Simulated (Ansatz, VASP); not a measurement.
One calculation of Cu4H, two programs

```
Cu H
1.0
    -2.42256    2.42256    2.42256
     2.42256   -2.42256    2.42256
     2.42256    2.42256   -2.42256
Cu H
4 1
Direct
  0.00000 0.00000 0.50000
  0.50000 0.00000 0.00000
  0.00000 0.50000 0.00000
  0.50000 0.50000 0.50000
  0.00000 0.00000 0.00000
```

Change from the starting cell: species swapped into the Hg4Pt type (Im-3m, No. 229).

Alike in both runs: functional PBE; k mesh 6 × 6 × 6; occupations gaussian, width 0.1 eV; no spin polarisation.

Ansatz relaxed the structure, and its values are those at the end. VASP's run is a single point on that final structure, the one shown.

|  | VASP | Ansatz |
| --- | --- | --- |
| version | VASP 6.6.1 | Ansatz 0.2.0 |
| potentials or method | VASP PAW PBE potentials, release 64 (Cu, H), cutoff 520 eV | scalar-relativistic, plane waves, PAW |
| valence electrons in the cell | 45 | 77 |

|  | VASP | Ansatz | Ansatz less VASP |
| --- | --- | --- | --- |
| gap on the k mesh at the Fermi level (eV) | none | none | - |
| pressure (GPa) | 0.5 | 0.2 | -0.27 |

A gap of «none» marks a metal or a gap that the smearing closes. With one functional, cell and mesh, what is left measures potentials, basis and numerics. VASP's potentials hold 45 valence electrons a cell and Ansatz's 77, so a difference there can come from the potentials and not from the codes.
